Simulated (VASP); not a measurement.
# TiO2 (I4_1/amd) in VASP: a series of runs, part 3 of 3

VASP 6.6.1. Earlier steps stand in the parts before.

## (6) Single point, PBE+U (strain along c alone, the other axes held: +3.0 %, then relaxed in part)

File INCAR:

```
ALGO = Normal
EDIFF = 1E-6
ENCUT = 520
GGA = PE
ISIF = 2
ISMEAR = 0
LASPH = True
LCHARG = False
LDAU = True
LDAUJ = 0 0
LDAUL = 2 -1
LDAUPRINT = 1
LDAUTYPE = 2
LDAUU = 4 0
LMAXMIX = 4
LREAL = False
LWAVE = False
NBANDS = 60
NELM = 150
PREC = Accurate
SIGMA = 0.02
```

File KPOINTS:

```
k-points
0
Gamma
  6 6 4
```

File POSCAR:

```
TiO2
1.0
    3.8180006865      0.0000000000      0.0000000000
    0.0000000000      3.8180006865      0.0000000000
    0.0000000000      0.0000000000     10.0683662918
Ti O
4 8
Direct
    0.0000000000      0.0000000000      0.0000000000
    0.0000000000      0.5000000000      0.2500000000
    0.5000000000      0.5000000000      0.5000000000
    0.5000000000      0.0000000000      0.7500000000
    0.0000000000      0.5000000000      0.4521376835
    0.0000000000      0.0000000000      0.2021376835
    0.0000000000      0.5000000000      0.0478623165
    0.5000000000      0.5000000000      0.2978623165
    0.5000000000      0.0000000000      0.9521376835
    0.5000000000      0.5000000000      0.7021376835
    0.5000000000      0.0000000000      0.5478623165
    0.0000000000      0.0000000000      0.7978623165
```

Potentials or basis: VASP PAW PBE potentials, release 64 (Ti_sv, O).

Command:

```bash
$ cat potpaw_PBE.64/Ti_sv/POTCAR potpaw_PBE.64/O/POTCAR > POTCAR
$ mpirun -np 1 vasp_std > vasp.out
```

OUTCAR:

```text
EDIFF = 1E-6
   ENCUT = 520
   GGA = PE
   ISIF = 2
   ISMEAR = 0
   LASPH = True
   LREAL = False
   NELM = 150
   PREC = Accurate

 ion  position               nearest neighbor table
   1  0.000  0.000  0.000-   7 1.97   9 1.97   7 1.97   9 1.97   6 2.04  12 2.04
   2  0.000  0.500  0.250-   6 1.97   8 1.97   6 1.97   8 1.97   7 2.04   5 2.04
   3  0.500  0.500  0.500-   5 1.97  11 1.97  11 1.97   5 1.97  10 2.04   8 2.04
   4  0.500  0.000  0.750-  10 1.97  12 1.97  10 1.97  12 1.97  11 2.04   9 2.04
   5  0.000  0.500  0.452-   3 1.97   3 1.97   2 2.04
   6  0.000  0.000  0.202-   2 1.97   2 1.97   1 2.04
   7  0.000  0.500  0.048-   1 1.97   1 1.97   2 2.04
   8  0.500  0.500  0.298-   2 1.97   2 1.97   3 2.04
   9  0.500  0.000  0.952-   1 1.97   1 1.97   4 2.04
  10  0.500  0.500  0.702-   4 1.97   4 1.97   3 2.04
  11  0.500  0.000  0.548-   3 1.97   3 1.97   4 2.04
  12  0.000  0.000  0.798-   4 1.97   4 1.97   1 2.04

  LATTYP: Found a simple tetragonal cell.
 ALAT       =     3.8180006865
 C/A-ratio  =     2.6370781774

  Lattice vectors:

 A1 = (   3.8180006865,   0.0000000000,   0.0000000000)
 A2 = (   0.0000000000,   3.8180006865,   0.0000000000)
 A3 = (   0.0000000000,   0.0000000000,  10.0683662918)

Analysis of symmetry for initial positions (statically):
=====================================================================
 Subroutine PRICEL returns following result:

  LATTYP: Found a body centered tetragonal cell.
 ALAT       =     3.8180006865
 C/A-ratio  =     2.6370781774

  Lattice vectors:

 A1 = (  -1.9090003433,   1.9090003433,   5.0341831459)
 A2 = (   1.9090003433,  -1.9090003433,   5.0341831459)
 A3 = (   1.9090003433,   1.9090003433,  -5.0341831459)

   2 primitive cells build up your supercell.

 Routine SETGRP: Setting up the symmetry group for a
 simple tetragonal supercell.

 Subroutine GETGRP returns: Found 16 space group operations
 (whereof  8 operations were pure point group operations)
 out of a pool of 16 trial point group operations.

The static configuration has the point symmetry D_2d.
 The point group associated with its full space group is D_4h.

Analysis of symmetry for dynamics (positions and initial velocities):
=====================================================================
 Subroutine PRICEL returns following result:

  LATTYP: Found a body centered tetragonal cell.
 ALAT       =     3.8180006865
 C/A-ratio  =     2.6370781774

  Lattice vectors:

 A1 = (  -1.9090003433,   1.9090003433,   5.0341831459)
[... 131 lines left out ...]
   PSTRESS=    0.0 pullay stress
   NELECT =      96.0000    total number of electrons
   NUPDOWN=      -1.0000    fix difference up-down
   EMIN   =  10.00;   EMAX   =-10.00  energy-range for DOS
   EFERMI =   0.00;   METHOD = LEGACY
   ISMEAR =     0;   SIGMA  =   0.02  broadening in eV -4-tet -1-fermi 0-gaus
   EFERMI_NEDOS =   21; number of points for ismear=-14 and -15
   IALGO  =     38    algorithm
   IMIX   =      4    mixing-type and parameters
     AMIX     =   0.40;   BMIX     =  1.00
     AMIX_MAG =   1.60;   BMIX_MAG =  1.00
  volume/ion in A,a.u.               =      12.23        82.54
  Fermi-wavevector in a.u.,A,eV,Ry     =   1.421090  2.685471 27.476920  2.019497
  Thomas-Fermi vector in A             =   2.541936
   LORBIT       =      0    0 simple, 1 ext, 2 COOP (PROOUT), +10 PAW based schemes
 LDA+U is selected, type is set to LDAUTYPE =  2
   angular momentum for each species LDAUL =     2   -1
   U (eV)           for each species LDAUU =   4.0  0.0
   J (eV)           for each species LDAUJ =   0.0  0.0
   GGA     = PE    functional components
   LHFCALC =     F    Hartree Fock is set to
   AEXX    =    0.0000 exact exchange contribution
   IVDW    =     0    specifies the selected vdW correction
   LEPSILON=     F    determine dielectric tensor
   LRPA    =     F    only Hartree local field effects (RPA)
 non-spin polarized calculation
 Gauss-broadening in eV      SIGMA  =   0.02
  energy-cutoff  :      520.00
  volume of cell :      146.77
 maximum number of plane-waves:      3974
   NGX = 15   NGY = 15   NGZ = 37

atom =   1  type =  1  l = 2

 onsite density matrix

spin component  1
[... 116 lines left out ...]
  o =  0.0998  v =  0.0000 -0.5785  0.0000  0.8157  0.0000  0.0000  0.0000  0.0000  0.0000  0.0000      0.0000  0.0000  0.0000  0.0000  0.0000  0.0000  0.0000  0.0000  0.0000  0.0000
  o =  0.0998  v =  0.0000  0.0000  0.0000  0.0000  0.0000  0.0000 -0.5785  0.0000  0.8157  0.0000      0.0000  0.0000  0.0000  0.0000  0.0000  0.0000  0.0000  0.0000  0.0000  0.0000
  o =  0.0998  v =  0.0000  0.8157 -0.0000  0.5785  0.0000  0.0000  0.0000  0.0000  0.0000  0.0000      0.0000  0.0000  0.0000  0.0000  0.0000  0.0000  0.0000  0.0000  0.0000  0.0000
  o =  0.0998  v =  0.0000  0.0000  0.0000  0.0000  0.0000  0.0000  0.8157 -0.0000  0.5785  0.0000      0.0000  0.0000  0.0000  0.0000  0.0000  0.0000  0.0000  0.0000  0.0000  0.0000
  o =  0.1037  v =  1.0000  0.0000  0.0000  0.0000  0.0000  0.0000  0.0000  0.0000  0.0000  0.0000      0.0000  0.0000  0.0000  0.0000  0.0000  0.0000  0.0000  0.0000  0.0000  0.0000
  o =  0.1037  v =  0.0000  0.0000  0.0000  0.0000  0.0000  1.0000  0.0000  0.0000  0.0000  0.0000      0.0000  0.0000  0.0000  0.0000  0.0000  0.0000  0.0000  0.0000  0.0000  0.0000
  o =  0.2340  v =  0.0000  0.0000  0.0000  0.0000  0.0000  0.0000 -0.0000  1.0000 -0.0000 -0.0000      0.0000  0.0000  0.0000  0.0000  0.0000  0.0000  0.0000  0.0000  0.0000  0.0000
  o =  0.2340  v =  0.0000 -0.0000  1.0000 -0.0000 -0.0000  0.0000  0.0000  0.0000  0.0000  0.0000      0.0000  0.0000  0.0000  0.0000  0.0000  0.0000  0.0000  0.0000  0.0000  0.0000
  o =  0.2431  v =  0.0000  0.0000  0.0000  0.0000  0.0000  0.0000  0.0000 -0.0000  0.0000 -1.0000      0.0000  0.0000  0.0000  0.0000  0.0000  0.0000  0.0000  0.0000  0.0000  0.0000
  o =  0.2431  v =  0.0000  0.0000 -0.0000  0.0000 -1.0000  0.0000  0.0000  0.0000  0.0000  0.0000      0.0000  0.0000  0.0000  0.0000  0.0000  0.0000  0.0000  0.0000  0.0000  0.0000

 number of electron      96.0000002 magnetization

 Free energy of the ion-electron system (eV)
  ---------------------------------------------------
  ext. energy  EPLUGINS =         0.00000000
  ---------------------------------------------------
  free energy    TOTEN  =       -96.98376901 eV

  energy without entropy =      -96.98376901  energy(sigma->0) =      -96.98376901

 E-fermi :   3.0097     XC(G=0): -10.3569

 val. band max:        2.9042139965   @ k =   0.0000   0.0000   0.0000
 cond. band min:       5.6438614778   @ k =   0.0000   0.0000   0.0000
 fundamental gap:      2.7396474813
 Fermi energy:         3.0096710659

 k-point     1 :       0.0000    0.0000    0.0000
  band No.  band energies     occupation
      1     -54.6288      2.00000
      2     -54.6113      2.00000
      3     -54.6113      2.00000
      4     -54.5936      2.00000
      5     -30.9454      2.00000
      6     -30.8137      2.00000
[... 1501 lines left out ...]
     59       7.7050      0.00000
     60       7.7050      0.00000

 [... further k-points ...]

------------------------ aborting loop because EDIFF is reached ----------------------------------------

  FORCE on cell =-STRESS in cart. coord.  units (eV):
  Direction    XX          YY          ZZ          XY          YZ          ZX
  --------------------------------------------------------------------------------------
  -------------------------------------------------------------------------------------
  Total        0.4097403      0.4097403     -2.4973570      0.0000000      0.0000000      0.0000000
  in kB        4.4728901      4.4728901    -27.2621562      0.0000000      0.0000000      0.0000000
  external PRESSURE =      -6.1054586 kB  Pullay stress =       0.0000000 kB

 VOLUME and BASIS-vectors are now :
 -----------------------------------------------------------------------------
  energy-cutoff  :      520.00
  volume of cell :      146.77
      direct lattice vectors                 reciprocal lattice vectors
     3.818000687  0.000000000  0.000000000     0.261917187  0.000000000  0.000000000
     0.000000000  3.818000687  0.000000000     0.000000000  0.261917187  0.000000000
     0.000000000  0.000000000 10.068366292     0.000000000  0.000000000  0.099320979

 POSITION                                       TOTAL-FORCE (eV/Angst)
 -----------------------------------------------------------------------------------
      0.00000      0.00000      0.00000         0.000000      0.000000     -0.000000
      0.00000      1.90900      2.51709        -0.000000     -0.000000     -0.000000
      1.90900      1.90900      5.03418         0.000000      0.000000     -0.000000
      1.90900      0.00000      7.55127        -0.000000     -0.000000     -0.000000
      0.00000      1.90900      4.55229         0.000000     -0.000000      0.125764
      0.00000      0.00000      2.03520        -0.000000      0.000000      0.125764
      0.00000      1.90900      0.48190        -0.000000      0.000000     -0.125764
      1.90900      1.90900      2.99899        -0.000000      0.000000     -0.125764
      1.90900      0.00000      9.58647         0.000000     -0.000000      0.125764
      1.90900      1.90900      7.06938        -0.000000      0.000000      0.125764
      1.90900      0.00000      5.51608         0.000000     -0.000000     -0.125764
      0.00000      0.00000      8.03317        -0.000000     -0.000000     -0.125764
 -----------------------------------------------------------------------------------
    total drift:                                0.000000      0.000000     -0.000000

  FREE ENERGIE OF THE ION-ELECTRON SYSTEM (eV)
  ---------------------------------------------------
  free  energy   TOTEN  =       -96.9837690114 eV

  energy  without entropy=      -96.9837690114  energy(sigma->0) =      -96.98376901
```

Wall time 18 min (1 thread of AMD EPYC 7R43 (Zen 3), shared host); peak memory 0.3 GiB.

Results:

* Free energy: -96.9838 eV
* Pressure: -0.6 GPa
* Largest force: 0.126 eV/Å
* Band gap on the k mesh: 2.74 eV

Forces on the atoms (eV/Å):
```
Ti   0.000  0.000  0.000
Ti   0.000  0.000  0.000
Ti   0.000  0.000  0.000
Ti   0.000  0.000  0.000
O    0.000  0.000  0.126
O    0.000  0.000  0.126
O    0.000  0.000 -0.126
O    0.000  0.000 -0.126
O    0.000  0.000  0.126
O    0.000  0.000  0.126
O    0.000  0.000 -0.126
O    0.000  0.000 -0.126
```

Stress tensor (GPa, compression positive):
```
 0.45  0.00  0.00
 0.00  0.45  0.00
 0.00  0.00 -2.73
```

Levels at points of the mesh, in eV from the valence-band top:
```tsv
k point	band 44	band 45	band 46	band 47	band 48	band 49	band 50	band 51	band 52	band 53
(0.00, 0.00, 0.00)	-0.76	-0.26	-0.26	0.00	0.00	2.74	3.02	3.02	3.32	4.22
(0.50, 0.00, 0.00)	-1.05	-0.81	-0.81	-0.63	-0.63	3.78	3.78	3.82	3.82	3.85
(0.50, 0.50, 0.00)	-1.74	-0.04	-0.04	-0.04	-0.04	3.58	3.58	3.58	3.58	4.00
(0.00, 0.00, 0.50)	-0.97	-0.10	-0.10	-0.10	-0.10	2.82	2.82	3.23	3.23	4.29
(0.50, 0.00, 0.50)	-0.81	-0.68	-0.68	-0.64	-0.64	3.70	3.70	3.81	3.81	3.88
(0.50, 0.50, 0.50)	-1.40	-0.20	-0.20	-0.20	-0.20	3.78	3.78	3.78	3.78	3.80
```

Eigenvalues of the final occupation matrices:
```
    site  spin  trace               eigenvalues
site 1 d     1   0.78  0.10 0.10 0.10 0.23 0.24
site 1 d     2   0.78  0.10 0.10 0.10 0.23 0.24
site 2 d     1   0.78  0.10 0.10 0.10 0.23 0.24
site 2 d     2   0.78  0.10 0.10 0.10 0.23 0.24
site 3 d     1   0.78  0.10 0.10 0.10 0.23 0.24
site 3 d     2   0.78  0.10 0.10 0.10 0.23 0.24
site 4 d     1   0.78  0.10 0.10 0.10 0.23 0.24
site 4 d     2   0.78  0.10 0.10 0.10 0.23 0.24
```

Caveat: the cell differs from its parent crystal (strain along c alone, the other axes held: +3.0 %, then relaxed in part).

## (7) The runs side by side

```csv
cell,gap on the mesh (eV),pressure (GPa),largest force (eV/Å)
"a = 3.761, b = 3.761, c = 9.978 Å, 12 atoms, atomic positions A",2.85,7.3,0.12
"a = 3.818, b = 3.818, c = 10.215 Å, 12 atoms, atomic positions B",2.73,-2.9,0.11
"a = 3.818, b = 3.818, c = 9.922 Å, 12 atoms, atomic positions C",2.74,1.8,0.14
"a = 3.818, b = 3.818, c = 10.068 Å, 12 atoms, atomic positions D",2.74,-0.6,0.13
```

Alike in all rows: task single point; level PBE+U; potentials or basis VASP PAW PBE potentials, release 64 (Ti_sv, O); no spin polarisation; Ti d U = 4.0 eV; k mesh 6 × 6 × 4; cutoff (eV) 520; smearing gaussian 0.02 eV.

Caveats: the stress differs along the axes, from 3 to 9 GPa (at least some runs).

Absolute energies hang on the potentials; compare differences alone.
